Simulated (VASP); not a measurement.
# AlAs (I-4m2) in VASP: further runs

The runs below take AlAs through single point, with PBEsol.

Program: VASP 6.6.1. These are calculated values, not measurements. Logs are shortened: lines on timing, memory, paths and dates and some standing lists are left out, and cuts for length are marked.

## Step 1: The cell of the first run

The structure is tetragonal, space group I-4m2 (No. 119). The conventional cell has a = 3.923 Å, b = 3.923 Å, c = 5.661 Å, α = 90.00°, β = 90.00°, γ = 90.00°. Within 3.2 Å of Al (site symmetry -4m2) lie 4 As at 2.42 Å. As (site symmetry -4m2) has 4 Al at 2.42 Å within 3.2 Å.

## Step 2: Single point, PBEsol (equal xx and yy strain of -2 %)

Input file INCAR:

```
SYSTEM = AlAs
PREC = Accurate
ENCUT = 500
EDIFF = 1E-6
ISMEAR = -1
SIGMA = 0.05
LREAL = .FALSE.
LASPH = .TRUE.
NELM = 120
ALGO = Normal
ISIF = 2
LWAVE = .FALSE.
LCHARG = .FALSE.
GGA = PS
NBANDS = 11
GGA_COMPAT = .FALSE.
```

Input file KPOINTS:

```
regular mesh
0
G
  11 11 11
  0 0 0
```

Input file POSCAR:

```
AlAs
1.0
    0.0000000000      2.7737920000      2.8304000000
    2.7737920000      0.0000000000      2.8304000000
    2.7737920000      2.7737920000      0.0000000000
Al As
1 1
Direct
    0.0000000000      0.0000000000      0.0000000000
    0.7500000000      0.7500000000      0.7500000000
```

Potentials or basis: VASP PAW PBE potentials, release 64 (Al, As).

On the command line:

```sh
$ cat potpaw_PBE.64/Al/POTCAR potpaw_PBE.64/As/POTCAR > POTCAR
$ mpirun -np 1 vasp_std > vasp.out
```

OUTCAR:

```text
SYSTEM = AlAs
   PREC = Accurate
   ENCUT = 500
   EDIFF = 1E-6
   ISMEAR = -1
   LREAL = .FALSE.
   LASPH = .TRUE.
   NELM = 120
   ISIF = 2
   GGA = PS

 ion  position               nearest neighbor table
   1  0.000  0.000  0.000-   2 2.42   2 2.42   2 2.42   2 2.42
   2  0.750  0.750  0.750-   1 2.42   1 2.42   1 2.42   1 2.42

  LATTYP: Found a body centered tetragonal cell.
 ALAT       =     3.9227342656
 C/A-ratio  =     1.4430750636

  Lattice vectors:

 A1 = (  -2.7737920000,   0.0000000000,   2.8304000000)
 A2 = (   2.7737920000,   0.0000000000,   2.8304000000)
 A3 = (   0.0000000000,   2.7737920000,  -2.8304000000)

Analysis of symmetry for initial positions (statically):
=====================================================================
 Subroutine PRICEL returns:
 Original cell was already a primitive cell.

 Routine SETGRP: Setting up the symmetry group for a
 body centered tetragonal supercell.

 Subroutine GETGRP returns: Found  8 space group operations
 (whereof  8 operations were pure point group operations)
 out of a pool of 16 trial point group operations.

The static configuration has the point symmetry D_2d.

Analysis of symmetry for dynamics (positions and initial velocities):
=====================================================================
 Subroutine PRICEL returns:
 Original cell was already a primitive cell.

 Routine SETGRP: Setting up the symmetry group for a
 body centered tetragonal supercell.

 Subroutine GETGRP returns: Found  8 space group operations
 (whereof  8 operations were pure point group operations)
 out of a pool of 16 trial point group operations.

The dynamic configuration has the point symmetry D_2d.

 Subroutine INISYM returns: Found  8 space group operations
 (whereof  8 operations are pure point group operations),
 and found     1 'primitive' translations

----------------------------------------------------------------------------------------

                                     Primitive cell

  volume of cell :      43.5538

  direct lattice vectors                    reciprocal lattice vectors
     0.000000000  2.773792000  2.830400000    -0.180258650  0.180258650  0.176653477
     2.773792000  0.000000000  2.830400000     0.180258650 -0.180258650  0.176653477
     2.773792000  2.773792000  0.000000000     0.180258650  0.180258650 -0.176653477

  length of vectors
     3.962964322  3.962964322  3.922734266     0.310149661  0.310149661  0.310149661

  position of ions in fractional coordinates (direct lattice)
[... 87 lines left out ...]
   POTIM  = 0.5000    time-step for ionic-motion
   TEBEG  =    0.0;   TEEND  =   0.0 temperature during run
   PSTRESS=    0.0 pullay stress
   NELECT =       8.0000    total number of electrons
   NUPDOWN=      -1.0000    fix difference up-down
   EMIN   =  10.00;   EMAX   =-10.00  energy-range for DOS
   EFERMI =   0.00;   METHOD = LEGACY
   ISMEAR =    -1;   SIGMA  =   0.05  broadening in eV -4-tet -1-fermi 0-gaus
   EFERMI_NEDOS =   21; number of points for ismear=-14 and -15
   IALGO  =     38    algorithm
   IMIX   =      4    mixing-type and parameters
     AMIX     =   0.40;   BMIX     =  1.00
     AMIX_MAG =   1.60;   BMIX_MAG =  1.00
  volume/ion in A,a.u.               =      21.78       146.96
  Fermi-wavevector in a.u.,A,eV,Ry     =   0.930600  1.758579 11.782863  0.866016
  Thomas-Fermi vector in A             =   2.057005
   LORBIT       =      0    0 simple, 1 ext, 2 COOP (PROOUT), +10 PAW based schemes
   GGA     = PS    functional components
   LHFCALC =     F    Hartree Fock is set to
   AEXX    =    0.0000 exact exchange contribution
   IVDW    =     0    specifies the selected vdW correction
   LEPSILON=     F    determine dielectric tensor
   LRPA    =     F    only Hartree local field effects (RPA)
 non-spin polarized calculation
  energy-cutoff  :      500.00
  volume of cell :       43.55
 maximum number of plane-waves:      1119
 NGX is ok and might be reduce to    30
   NGX = 15   NGY = 15   NGZ = 15

 number of electron       8.0000001 magnetization

 Free energy of the ion-electron system (eV)
  ---------------------------------------------------
  ext. energy  EPLUGINS =         0.00000000
  ---------------------------------------------------
  free energy    TOTEN  =       -10.03597162 eV

  energy without entropy =      -10.03597157  energy(sigma->0) =      -10.03597160

 E-fermi :   4.8073     XC(G=0):  -9.3527

 val. band max:        4.1861514669   @ k =   0.0000   0.0000   0.0000
 cond. band min:       5.4161048254   @ k =   0.4545   0.0000   0.4545
 fundamental gap:      1.2299533585
 Fermi energy:         4.8073388504

 k-point     1 :       0.0000    0.0000    0.0000
  band No.  band energies     occupation
      1      -7.9684      2.00000
      2       4.0822      2.00000
      3       4.1862      1.99999
      4       4.1862      1.99999
      5       6.4481      0.00000
      6       8.4766      0.00000
      7       8.4766      0.00000
      8       8.5043      0.00000
      9      13.0205      0.00000
     10      13.0920      0.00000
     11      13.4154      0.00000
[... 309 lines left out ...]
 k-point    24 :      -0.1818    0.1818    0.0000
  band No.  band energies     occupation
      1      -7.1140      2.00000
      2       0.4598      2.00000
      3       2.0688      2.00000
      4       3.7952      2.00000
      5       8.0800      0.00000
      6       9.0047      0.00000
      7       9.3482      0.00000
      8      10.0965      0.00000
      9      11.4173      0.00000
     10      14.3280      0.00000
     11      15.8841      0.00000

 [... further k-points ...]

------------------------ aborting loop because EDIFF is reached ----------------------------------------

  FORCE on cell =-STRESS in cart. coord.  units (eV):
  Direction    XX          YY          ZZ          XY          YZ          ZX
  --------------------------------------------------------------------------------------
  -------------------------------------------------------------------------------------
  Total        1.2230026      1.2230026      0.9276091      0.0000000      0.0000000      0.0000000
  in kB       44.9896256     44.9896256     34.1232197      0.0000000      0.0000000      0.0000000
  external PRESSURE =      41.3674903 kB  Pullay stress =       0.0000000 kB

 VOLUME and BASIS-vectors are now :
 -----------------------------------------------------------------------------
  energy-cutoff  :      500.00
  volume of cell :       43.55
      direct lattice vectors                 reciprocal lattice vectors
     0.000000000  2.773792000  2.830400000    -0.180258650  0.180258650  0.176653477
     2.773792000  0.000000000  2.830400000     0.180258650 -0.180258650  0.176653477
     2.773792000  2.773792000  0.000000000     0.180258650  0.180258650 -0.176653477

 POSITION                                       TOTAL-FORCE (eV/Angst)
 -----------------------------------------------------------------------------------
      0.00000      0.00000      0.00000         0.000000      0.000000      0.000000
      4.16069      4.16069      4.24560        -0.000000     -0.000000     -0.000000
 -----------------------------------------------------------------------------------
    total drift:                               -0.000000     -0.000000     -0.000000

  FREE ENERGIE OF THE ION-ELECTRON SYSTEM (eV)
  ---------------------------------------------------
  free  energy   TOTEN  =       -10.0359716232 eV

  energy  without entropy=      -10.0359715748  energy(sigma->0) =      -10.03597160
```

OSZICAR:

```text
N       E                     dE             d eps       ncg     rms          rms(c)
DAV:   1     0.130211547881E+02    0.13021E+02   -0.29516E+03  2788   0.531E+02
DAV:   2    -0.935626743124E+01   -0.22377E+02   -0.21251E+02  3487   0.869E+01
DAV:   3    -0.103083262626E+02   -0.95206E+00   -0.95027E+00  3581   0.178E+01
DAV:   4    -0.103153192516E+02   -0.69930E-02   -0.69924E-02  3207   0.181E+00
DAV:   5    -0.103154481790E+02   -0.12893E-03   -0.12893E-03  3482   0.239E-01    0.340E+00
DAV:   6    -0.100889640801E+02    0.22648E+00   -0.34051E-01  3083   0.212E+00    0.195E+00
DAV:   7    -0.100375652016E+02    0.51399E-01   -0.18285E-01  3252   0.165E+00    0.662E-01
DAV:   8    -0.100359116695E+02    0.16535E-02   -0.11003E-02  3154   0.501E-01    0.890E-02
DAV:   9    -0.100359320361E+02   -0.20367E-04   -0.47124E-04  3252   0.119E-01    0.400E-02
DAV:  10    -0.100359675320E+02   -0.35496E-04   -0.41082E-05  3143   0.351E-02    0.107E-02
DAV:  11    -0.100359718980E+02   -0.43660E-05   -0.67393E-06  3328   0.135E-02    0.597E-03
DAV:  12    -0.100359716232E+02    0.27478E-06   -0.13002E-06  1973   0.487E-03
   1 F= -.10035972E+02 E0= -.10035972E+02  d E =-.484530E-07
```

Run time: 92 s. Hardware: 1 thread of Intel Xeon 8259CL, shared host; peak memory 0.21 GiB.

What came out:

* Free energy: -10.0360 eV
* Pressure: 4.1 GPa
* Band gap on the k mesh: 1.23 eV (least direct gap 2.26 eV)

Stress tensor (GPa, compression positive):
```
4.50 0.00 0.00
0.00 4.50 0.00
0.00 0.00 3.41
```

Caveat: the cell differs from its parent crystal (equal xx and yy strain of -2 %); the cell stands under pressure; the PAW data sets were made with another functional, which shifts forces and pressure a little; an odd mesh through Γ misses points on the zone boundary, where band edges can lie.

## Step 3: Single point, PBEsol (equal xx and yy strain of -1 %)

Input file INCAR:

```
ALGO = Normal
EDIFF = 1E-6
ENCUT = 500
GGA = PS
GGA_COMPAT = F
ISIF = 2
ISMEAR = -1
LASPH = T
LCHARG = F
LREAL = F
LWAVE = F
NBANDS = 11
NELM = 120
PREC = Accurate
SIGMA = 0.05
```

Input file KPOINTS:

```
k-points
0
Gamma
  11 11 11
```

Input file POSCAR:

```
AlAs
1.0
    0.0000000000      2.8020960000      2.8304000000
    2.8020960000      0.0000000000      2.8304000000
    2.8020960000      2.8020960000      0.0000000000
Al As
1 1
Direct
    0.0000000000      0.0000000000      0.0000000000
    0.7500000000      0.7500000000      0.7500000000
```

Potentials or basis: VASP PAW PBE potentials, release 64 (Al, As).

On the command line:

```sh
$ cat potpaw_PBE.64/Al/POTCAR potpaw_PBE.64/As/POTCAR > POTCAR
$ mpirun -np 1 vasp_std > vasp.out
```

Run time: 1.8 min. Hardware: 1 thread of Intel Xeon 8259CL, shared host; peak memory 0.21 GiB.

The run converged. Its results:

* Free energy: -10.0557 eV
* Pressure: 2.4 GPa
* Band gap on the k mesh: 1.30 eV (least direct gap 2.12 eV)

Stress tensor (GPa, compression positive):
```
2.58 0.00 0.00
0.00 2.58 0.00
0.00 0.00 2.05
```

Levels at points of the mesh, in eV from the valence-band top:
```
           k point  band 2  band 3  band 4  band 5  band 6  band 7
(0.00, 0.00, 0.00)   -0.05    0.00    0.00    2.12    4.28    4.28
```

Caveat: the cell differs from its parent crystal (equal xx and yy strain of -1 %); the PAW data sets were made with another functional, which shifts forces and pressure a little; an odd mesh through Γ misses points on the zone boundary, where band edges can lie.

## Step 4: Single point, PBEsol (equal xx and yy strain of +1 %)

Input file INCAR:

```
PREC = Accurate ; ENCUT = 500
EDIFF = 1E-6 ; ISMEAR = -1
SIGMA = 0.05 ; LREAL = False
LASPH = True ; NELM = 120
ALGO = Normal ; ISIF = 2
LWAVE = False ; LCHARG = True
GGA = PS ; LELF = True
LVHAR = True ; NBANDS = 11
GGA_COMPAT = False
```

Input file KPOINTS:

```
regular mesh
0
Gamma
  11 11 11
```

Input file POSCAR:

```
AlAs
1.0
    0.0000000000      2.8587040000      2.8304000000
    2.8587040000      0.0000000000      2.8304000000
    2.8587040000      2.8587040000      0.0000000000
Al As
1 1
Direct
    0.0000000000      0.0000000000      0.0000000000
    0.7500000000      0.7500000000      0.7500000000
```

On the command line:

```sh
$ cat potpaw_PBE.64/Al/POTCAR potpaw_PBE.64/As/POTCAR > POTCAR
$ mpirun -np 1 vasp_std > vasp.out
```

Wall time 1.8 min (1 thread of Intel Xeon 8259CL, shared host); peak memory 0.21 GiB.

The run converged. Its results:

```yaml
Free_energy: -10.0652 eV
Pressure: -0.6 GPa
Band_gap_on_the_k_mesh: 1.34 eV (least direct gap 1.79 eV)
```

Stress tensor (GPa, compression positive):
```
-0.80  0.00  0.00
 0.00 -0.80  0.00
 0.00  0.00 -0.28
```

Levels at points of the mesh, in eV from the valence-band top:
```tsv
k point	band 2	band 3	band 4	band 5	band 6	band 7
(0.00, 0.00, 0.00)	-0.05	-0.05	0.00	1.79	4.19	4.20
```

Caveat: the cell differs from its parent crystal (equal xx and yy strain of +1 %); the PAW data sets were made with another functional, which shifts forces and pressure a little; an odd mesh through Γ misses points on the zone boundary, where band edges can lie.

## Step 5: Summary

```tsv
cell	gap on the mesh (eV)	pressure (GPa)
a = 3.963, b = 3.963, c = 3.923 Å, angles 60.3, 60.3, 59.3°, 2 atoms	1.23	4.1
a = 3.983, b = 3.983, c = 3.963 Å, angles 60.2, 60.2, 59.7°, 2 atoms	1.30	2.4
a = 4.023, b = 4.023, c = 4.043 Å, angles 59.8, 59.8, 60.3°, 2 atoms	1.34	-0.6
```

Alike in all rows: task single point; level PBEsol; potentials or basis VASP PAW PBE potentials, release 64 (Al, As); no spin polarisation; k mesh 11 × 11 × 11; cutoff (eV) 500; smearing fermi-dirac 0.05 eV.

Caveats: the PAW data sets were made with another functional, which shifts forces and pressure a little; an odd mesh through Γ misses points on the zone boundary, where band edges can lie; the cell stands under pressure (at least some runs).

Absolute energies hang on the potentials; compare differences alone.
